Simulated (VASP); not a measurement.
ZnSe:

```xyz
2
Lattice="0.0000 2.8167 2.8167 2.8167 0.0000 2.8167 2.8167 2.8167 0.0000" Properties=species:S:1:pos:R:3 pbc="T T T"
Zn    0.0000    0.0000    0.0000
Se    1.4083    1.4083    1.4083
```

Base run:

* Program: VASP 6.6.1
* Functional: r2SCAN
* Potentials or basis: VASP PAW PBE potentials, release 64 (Zn, Se)
* Cutoff: 520 eV
* k mesh: 7 × 7 × 7
* Occupations: fermi-dirac, width 0.05 eV
* Spin: no spin polarisation

Its results: band gap on the k mesh 1.95 eV, direct; pressure 1.3 GPa.

Q: The run is repeated on the same cell with these changes: functional from r2SCAN to LDA; potentials or basis from VASP PAW PBE potentials, release 64 (Zn, Se) to VASP PAW LDA potentials, release 64 (Zn, Se); cutoff from 520 eV to 500 eV. What comes out?

A: Band gap on the k mesh 1.14 eV, direct; pressure -2.0 GPa.

Caveats: the PAW data sets were made with another functional, which shifts forces and pressure a little (some runs).

